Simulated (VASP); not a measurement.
# Au (Im-3m) in VASP: further runs, part 2 of 2

VASP 6.6.1. The steps go on from the part before.

**4. Relaxation of cell and atoms, revPBE**

This run uses another cell than the first one, of 16.96 Å³/atom, 0.853 times its volume.

Input file INCAR:

```
PREC     = Accurate       # precision mode
ENCUT    = 600            # plane-wave cutoff, eV
EDIFF    = 1E-7           # SCF threshold, eV
ISMEAR   = -1             # smearing method
SIGMA    = 0.1            # smearing width, eV
LREAL    = False          # projectors in reciprocal space
LASPH    = True           # aspherical terms in the spheres
NELM     = 60             # most SCF steps
ALGO     = Normal         # electronic algorithm
ISIF     = 3              # what is computed and relaxed
LWAVE    = False          # write WAVECAR
LCHARG   = False          # write CHGCAR
GGA      = RE             # functional
IBRION   = 2              # ionic algorithm
NSW      = 80             # ionic steps
EDIFFG   = -0.01          # ionic threshold
```

Input file KPOINTS:

```
Automatic mesh
0
Gamma
  14 14 14
```

Input file POSCAR:

```
Au
1.0
   -1.6184506165      1.6184506165      1.6184506165
    1.6184506165     -1.6184506165      1.6184506165
    1.6184506165      1.6184506165     -1.6184506165
Au
1
Direct
    0.0000000000      0.0000000000      0.0000000000
```

Potentials or basis: VASP PAW PBE potentials, release 64 (Au).

Command:

```bash
> cat potpaw_PBE.64/Au/POTCAR > POTCAR
> mpirun -np 1 vasp_std > vasp.out
```

OUTCAR:

```text
PREC = Accurate
   ENCUT = 600
   EDIFF = 1E-7
   ISMEAR = -1
   LREAL = False
   LASPH = True
   NELM = 60
   ISIF = 3
   GGA = RE
   IBRION = 2
   NSW = 80
   EDIFFG = -0.01

 ion  position               nearest neighbor table
   1  0.000  0.000  0.000-

  LATTYP: Found a body centered cubic cell.
 ALAT       =     3.2369012330

  Lattice vectors:

 A1 = (  -1.6184506165,   1.6184506165,   1.6184506165)
 A2 = (   1.6184506165,  -1.6184506165,   1.6184506165)
 A3 = (   1.6184506165,   1.6184506165,  -1.6184506165)

Analysis of symmetry for initial positions (statically):
=====================================================================
 Subroutine PRICEL returns:
 Original cell was already a primitive cell.

 Routine SETGRP: Setting up the symmetry group for a
 body centered cubic supercell.

 Subroutine GETGRP returns: Found 48 space group operations
 (whereof 48 operations were pure point group operations)
 out of a pool of 48 trial point group operations.

The static configuration has the point symmetry O_h .

Analysis of symmetry for dynamics (positions and initial velocities):
=====================================================================
 Subroutine PRICEL returns:
 Original cell was already a primitive cell.

 Routine SETGRP: Setting up the symmetry group for a
 body centered cubic supercell.

 Subroutine GETGRP returns: Found 48 space group operations
 (whereof 48 operations were pure point group operations)
 out of a pool of 48 trial point group operations.

The dynamic configuration has the point symmetry O_h .

 Subroutine INISYM returns: Found 48 space group operations
 (whereof 48 operations are pure point group operations),
 and found     1 'primitive' translations

----------------------------------------------------------------------------------------

                                     Primitive cell
[... 117 lines left out ...]
   IVDW    =     0    specifies the selected vdW correction
   LEPSILON=     F    determine dielectric tensor
   LRPA    =     F    only Hartree local field effects (RPA)
 conjugate gradient relaxation of ions
 non-spin polarized calculation
  energy-cutoff  :      600.00
  volume of cell :       16.96
 maximum number of plane-waves:       586
   NGX = 11   NGY = 11   NGZ = 11

--------------------------------------- Ionic step        1  -------------------------------------------

 number of electron      11.0000001 magnetization

 Free energy of the ion-electron system (eV)
  ---------------------------------------------------
  ext. energy  EPLUGINS =         0.00000000
  ---------------------------------------------------
  free energy    TOTEN  =        -2.66775158 eV

  energy without entropy =       -2.65828496  energy(sigma->0) =       -2.66301827

------------------------ aborting loop because EDIFF is reached ----------------------------------------

  FORCE on cell =-STRESS in cart. coord.  units (eV):
  Direction    XX          YY          ZZ          XY          YZ          ZX
  --------------------------------------------------------------------------------------
  -------------------------------------------------------------------------------------
  Total        1.3258698      1.3258698      1.3258698      0.0000000      0.0000000     -0.0000000
  in kB      125.2717428    125.2717428    125.2717428      0.0000000      0.0000000     -0.0000000
  external PRESSURE =     125.2717428 kB  Pullay stress =       0.0000000 kB
[... 92 lines left out ...]
--------------------------------------- Ionic step        4  -------------------------------------------

 number of electron      10.9999998 magnetization

 Free energy of the ion-electron system (eV)
  ---------------------------------------------------
  ext. energy  EPLUGINS =         0.00000000
  ---------------------------------------------------
  free energy    TOTEN  =        -2.71789985 eV

  energy without entropy =       -2.70550323  energy(sigma->0) =       -2.71170154

 E-fermi :   8.4246     XC(G=0): -12.2050

 val. band max:        8.3863147488   @ k =  -0.4286   0.4286   0.1429
 cond. band min:       8.4497657603   @ k =   0.3571   0.0714   0.0714
 fundamental gap:      0.0634510115
 Fermi energy:         8.4246452986

 k-point     1 :       0.0000    0.0000    0.0000
  band No.  band energies     occupation
      1      -0.7009      2.00000
      2       3.8667      2.00000
      3       3.8667      2.00000
      4       3.8667      2.00000
      5       5.5719      2.00000
      6       5.5719      2.00000
      7      24.8393      0.00000
      8      24.8393      0.00000
      9      24.8393      0.00000
[... 265 lines left out ...]
 k-point    24 :       0.3571    0.2857    0.0000
  band No.  band energies     occupation
      1       2.6310      2.00000
      2       3.5343      2.00000
      3       4.0304      2.00000
      4       5.6122      2.00000
      5       5.8431      2.00000
      6      11.4269      0.00000
      7      12.6137      0.00000
      8      14.8176      0.00000
      9      22.2249      0.00000

 [... further k-points ...]
[... 5 lines left out ...]
  --------------------------------------------------------------------------------------
  -------------------------------------------------------------------------------------
  Total       -0.0040198     -0.0040198     -0.0040198      0.0000000      0.0000000     -0.0000000
  in kB       -0.3505323     -0.3505323     -0.3505323      0.0000000      0.0000000     -0.0000000
  external PRESSURE =      -0.3505323 kB  Pullay stress =       0.0000000 kB
[... 16 lines left out ...]
  FREE ENERGIE OF THE ION-ELECTRON SYSTEM (eV)
  ---------------------------------------------------
  free  energy   TOTEN  =        -2.7178998532 eV

  energy  without entropy=       -2.7055032321  energy(sigma->0) =       -2.71170154

 reached required accuracy - stopping structural energy minimisation
```

OSZICAR:

```text
N       E                     dE             d eps       ncg     rms          rms(c)
DAV:   1     0.511296230345E+02    0.51130E+02   -0.64876E+03  1960   0.124E+03
DAV:   2    -0.247882842537E+01   -0.53608E+02   -0.51106E+02  1938   0.220E+02
DAV:   3    -0.291525558112E+01   -0.43643E+00   -0.43617E+00  2132   0.214E+01
DAV:   4    -0.291661969599E+01   -0.13641E-02   -0.13640E-02  2014   0.127E+00
[... 31 lines left out ...]
DAV:   1    -0.271824200011E+01   -0.36720E-03   -0.70565E-03  1883   0.924E-01    0.115E-01
DAV:   2    -0.271790878645E+01    0.33321E-03   -0.12104E-03  1882   0.328E-01    0.422E-02
DAV:   3    -0.271789817935E+01    0.10607E-04   -0.55866E-05  1930   0.668E-02    0.333E-02
DAV:   4    -0.271789983507E+01   -0.16557E-05   -0.24295E-06  1963   0.139E-02    0.746E-04
DAV:   5    -0.271789985316E+01   -0.18084E-07   -0.37182E-08  1143   0.189E-03
   4 F= -.27178999E+01 E0= -.27117015E+01  d E =-.501483E-01
```

Run time: 30 s. Hardware: 1 thread of Intel Xeon 6975P-C, shared host; peak memory 0.17 GiB.

Results:

* Free energy: -2.7179 eV
* Relaxed volume: 18.37 Å³/atom
* Relaxed cell: a = 2.879 Å, b = 2.879 Å, c = 2.879 Å, α = 109.47°, β = 109.47°, γ = 109.47°
* Space group after relaxing (to 0.05 Å): Im-3m (No. 229)
* Energy gained by relaxing: 50.1 meV/atom
* Ionic steps: 4
* Pressure after relaxing: 0.0 GPa

Step by step:
```tsv
step	energy change (eV)	largest force (eV/Å)	pressure (GPa)	volume (Å³)
1	0.0000	0.0000	12.53	16.96
2	0.0179	0.0000	-9.31	20.42
3	-0.0501	0.0000	-0.22	18.40
4	-0.0501	0.0000	-0.04	18.37
```

Final structure:
```xyz
1
Lattice="-1.6623 1.6623 1.6623 1.6623 -1.6623 1.6623 1.6623 1.6623 -1.6623" Properties=species:S:1:pos:R:3 pbc="T T T"
Au    0.0000    0.0000    0.0000
```

Levels at points of the mesh, in eV from the Fermi level:
| k point | band 2 | band 3 | band 4 | band 5 | band 6 | band 7 | band 8 | band 9 |
| --- | --- | --- | --- | --- | --- | --- | --- | --- |
| (0.00, 0.00, 0.00) | -4.56 | -4.56 | -4.56 | -2.85 | -2.85 | 16.41 | 16.41 | 16.41 |
| (0.50, 0.00, 0.00) | -5.52 | -2.98 | -2.69 | -1.51 | -0.36 | 3.09 | 12.27 | 13.36 |
| (0.50, 0.50, 0.50) | -6.26 | -1.84 | -1.84 | -1.84 | 6.19 | 6.19 | 6.19 | 8.82 |

Caveat: the PAW data sets were made with another functional, which shifts forces and pressure a little; spin-orbit coupling is left out, which moves the levels of the heavy elements.

**5. Single point, revPBE**

This run uses another cell than the first one, of 18.40 Å³/atom, 0.926 times its volume.

Input file INCAR:

```
SYSTEM = Au
PREC     = Accurate       ! precision mode
ENCUT    = 520            ! plane-wave cutoff, eV
EDIFF    = 1E-6           ! SCF threshold, eV
ISMEAR   = -1             ! smearing method
SIGMA    = 0.1            ! smearing width, eV
LREAL    = .FALSE.        ! projectors in reciprocal space
LASPH    = .TRUE.         ! aspherical terms in the spheres
NELM     = 60             ! most SCF steps
ALGO     = Normal         ! electronic algorithm
ISIF     = 2              ! what is computed and relaxed
LWAVE    = .FALSE.        ! write WAVECAR
LCHARG   = .FALSE.        ! write CHGCAR
GGA      = RE             ! functional
NBANDS   = 12             ! bands
```

Input file KPOINTS:

```
Automatic mesh
0
G
  22 22 22
  0 0 0
```

Input file POSCAR:

```
Au
1.0
   -1.6629995230      1.6629995230      1.6629995230
    1.6629995230     -1.6629995230      1.6629995230
    1.6629995230      1.6629995230     -1.6629995230
Au
1
Direct
    0.0000000000      0.0000000000      0.0000000000
```

Command:

```bash
> cat potpaw_PBE.64/Au/POTCAR > POTCAR
> mpirun -np 1 vasp_std > vasp.out
```

Wall time 22 s (1 thread of Intel Xeon 6975P-C, shared host); peak memory 0.2 GiB.

It converged, with:

- Free energy: -2.7220 eV
- Pressure: -0.1 GPa

Levels at points of the mesh, in eV from the Fermi level:
| k point | band 3 | band 4 | band 5 | band 6 | band 7 | band 8 | band 9 | band 10 |
| --- | --- | --- | --- | --- | --- | --- | --- | --- |
| (0.00, 0.00, 0.00) | -4.50 | -4.50 | -2.80 | -2.80 | 16.46 | 16.46 | 16.46 | 22.99 |
| (0.50, 0.00, 0.00) | -2.93 | -2.63 | -1.45 | -0.31 | 3.13 | 12.31 | 13.40 | 20.72 |
| (0.50, 0.50, 0.50) | -1.79 | -1.79 | -1.79 | 6.23 | 6.23 | 6.23 | 8.86 | 15.17 |

Caveat: the PAW data sets were made with another functional, which shifts forces and pressure a little; spin-orbit coupling is left out, which moves the levels of the heavy elements.

**6. Overview**

| task | cell | k mesh | cutoff (eV) | gap on the mesh (eV) | pressure (GPa) |
| --- | --- | --- | --- | --- | --- |
| single point | a = 2.955 Å, angles 109.5°, 1 atom | 15 × 15 × 15 | 520 | none | -7.4 |
| single point | a = 2.991 Å, angles 109.5°, 1 atom | 15 × 15 × 15 | 520 | none | -9.8 |
| relaxation of cell and atoms | relaxed from a = 2.803 Å, angles 109.5°, 1 atom | 14 × 14 × 14 | 600 | none | 0.0 |
| single point | a = 2.880 Å, angles 109.5°, 1 atom | 22 × 22 × 22 | 520 | none | -0.1 |

Alike in all rows: level revPBE; potentials or basis VASP PAW PBE potentials, release 64 (Au); no spin polarisation; smearing fermi-dirac 0.1 eV.

Caveats: the PAW data sets were made with another functional, which shifts forces and pressure a little; spin-orbit coupling is left out, which moves the levels of the heavy elements.

Absolute energies hang on the potentials; compare differences alone.
